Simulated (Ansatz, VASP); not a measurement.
**Ga2SnH6: VASP beside Ansatz**

File INCAR:

```
SYSTEM = Ga2SnH6
ALGO = Normal
EDIFF = 1E-6
ENCUT = 520
GGA = PE
ISIF = 2
ISMEAR = 0
LASPH = .True.
LCHARG = .False.
LREAL = .False.
LWAVE = .False.
NBANDS = 33
NELM = 80
PREC = Accurate
SIGMA = 0.1
```

KPOINTS

```
k-points
0
Gamma
  4 4 4
  0 0 0
```

File POSCAR:

```
Ga2SnH6
1.0
    0.0000000000      4.0880668500      4.0880668500
    4.0880668500      0.0000000000      4.0880668500
    4.0880668500      4.0880668500      0.0000000000
Ga Sn H
2 1 6
Direct
    0.7500000000      0.7500000000      0.7500000000
    0.2500000000      0.2500000000      0.2500000000
    0.0000000000      0.0000000000      0.0000000000
    0.5000000000      0.0000000000      0.0000000000
    0.0000000000      0.5000000000      0.0000000000
    0.0000000000      0.0000000000      0.5000000000
    0.0000000000      0.5000000000      0.5000000000
    0.5000000000      0.0000000000      0.5000000000
    0.5000000000      0.5000000000      0.0000000000
```

Input for Ansatz:

```yaml
crystal:
  lattice:
    - [0.0, 4.08806685, 4.08806685]
    - [4.08806685, 0.0, 4.08806685]
    - [4.08806685, 4.08806685, 0.0]
  atoms:
    - { symbol: Ga, position: [0.75, 0.75, 0.75] }
    - { symbol: Ga, position: [0.25, 0.25, 0.25] }
    - { symbol: Sn, position: [0.0, 0.0, 0.0] }
    - { symbol: H, position: [0.5, 0.0, 0.0] }
    - { symbol: H, position: [0.0, 0.5, 0.0] }
    - { symbol: H, position: [0.0, 0.0, 0.5] }
    - { symbol: H, position: [0.0, 0.5, 0.5] }
    - { symbol: H, position: [0.5, 0.0, 0.5] }
    - { symbol: H, position: [0.5, 0.5, 0.0] }
basis:
  ecutwfc: 420
kpoints:
  mp_grid: { grid: [4, 4, 4] }
hamiltonian:
  xc: pbe
scf:
  occupations: { method: gaussian, width: 0.1 }
  lower_state_search: "off"
output:
  forces: true
  stress: true
  eigenvalues: true
```

Alike in both runs: task single point; functional PBE; k mesh 4 × 4 × 4; occupations gaussian, width 0.1 eV; no spin polarisation.

|  | VASP | Ansatz |
| --- | --- | --- |
| version | VASP 6.6.1 | Ansatz 0.2.0 |
| potentials or method | VASP PAW PBE potentials, release 64 (Ga_d, Sn_d, H), cutoff 520 eV | scalar-relativistic, plane waves, PAW |
| valence electrons in the cell | 46 | 46 |

|  | VASP | Ansatz | Ansatz less VASP |
| --- | --- | --- | --- |
| gap on the k mesh at the Fermi level (eV) | none | none | - |
| pressure (GPa) | -8.0 | -8.0 | +0.06 |

A gap of «none» marks a metal or a gap that the smearing closes.
